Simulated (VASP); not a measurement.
Wanted: the native input for a VASP 6.6.1 run.

```
Task                   : single point
Functional             : revPBE
Potentials or basis    : VASP PAW PBE potentials, release 64 (Co)
Cutoff                 : 520 eV
k mesh                 : 11 × 11 × 11
Occupations            : fermi-dirac, width 0.05 eV
Spin                   : collinear spin, ferromagnetic start
Starting moments       : [1.7, 1.7] μB
Dipole correction      : no
Further INCAR settings : ALGO = Normal; EDIFF = 1e-06; NBANDS = 20
```

The structure of Co lies in POSCAR:

```
Co
1.0
    0.0000000000      2.5605652461      2.5605652461
    2.5605652461      0.0000000000      2.5605652461
    2.5605652461      2.5605652461      0.0000000000
Co
2
Direct
    0.1250000000      0.1250000000      0.1250000000
    0.8750000000      0.8750000000      0.8750000000
```

This isn't the form of Co at room conditions, which is hcp.

The input as run:

INCAR

```
PREC = Accurate
ENCUT = 520
EDIFF = 1E-6
ISMEAR = -1
SIGMA = 0.05
LREAL = F
LASPH = T
NELM = 150
ALGO = Normal
ISIF = 2
LWAVE = F
LCHARG = F
ISPIN = 2
MAGMOM = 1.7 1.7
LORBIT = 11
LMAXMIX = 4
GGA = RE
NBANDS = 20
```

KPOINTS

```
Automatic mesh
0
Gamma
  11 11 11
```

Potentials or basis: VASP PAW PBE potentials, release 64 (Co).

Run with:

```bash
$ cat potpaw_PBE.64/Co/POTCAR > POTCAR
$ mpirun -np 1 vasp_std > vasp.out
```

It gave:

```
Pressure                                              : -0.5 GPa
Net moment                                            : 3.47 μB per cell
Site moments                                          : Co +1.74 μB
Valence electrons inside the program's atomic spheres : Co 8.16
```

Caveat: the PAW data sets were made with another functional, which shifts forces and pressure a little.

Run time: 110 s on 1 thread of Intel Xeon 8259CL, with other jobs on the host, peak memory 0.2 GiB.
